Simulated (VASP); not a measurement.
Input of a VASP 6.6.1 run:

Contents of INCAR:

```
SYSTEM = ZnS
ALGO     = Normal         ! electronic algorithm
EDIFF    = 1E-7           ! SCF threshold, eV
ENCUT    = 520            ! plane-wave cutoff, eV
GGA      = CA             ! functional
ISIF     = 2              ! what is computed and relaxed
ISMEAR   = -1             ! smearing method
LASPH    = .TRUE.         ! aspherical terms in the spheres
LCHARG   = .FALSE.        ! write CHGCAR
LREAL    = .FALSE.        ! projectors in reciprocal space
LWAVE    = .FALSE.        ! write WAVECAR
NBANDS   = 16             ! bands
NELM     = 80             ! most SCF steps
PREC     = Accurate       ! precision mode
SIGMA    = 0.05           ! smearing width, eV
```

Contents of KPOINTS:

```
k-points
0
G
  9 9 9
  0 0 0
```

POSCAR

```
ZnS
1.0
    0.0000000000      2.6468416657      2.6468416657
    2.6468416657      0.0000000000      2.6468416657
    2.6468416657      2.6468416657      0.0000000000
Zn S
1 1
Direct
    0.7500000000      0.7500000000      0.7500000000
    0.0000000000      0.0000000000      0.0000000000
```

Potentials or basis: VASP PAW LDA potentials, release 64 (Zn, S).

Run with:

```console
$ cat potpaw_LDA.64/Zn/POTCAR potpaw_LDA.64/S/POTCAR > POTCAR
$ mpirun -np 1 vasp_std > vasp.out
```

Q: Predict the pressure.

A: 0.4 GPa.

Q: Estimate the band gap on the k mesh.

A: 2.17 eV, direct.
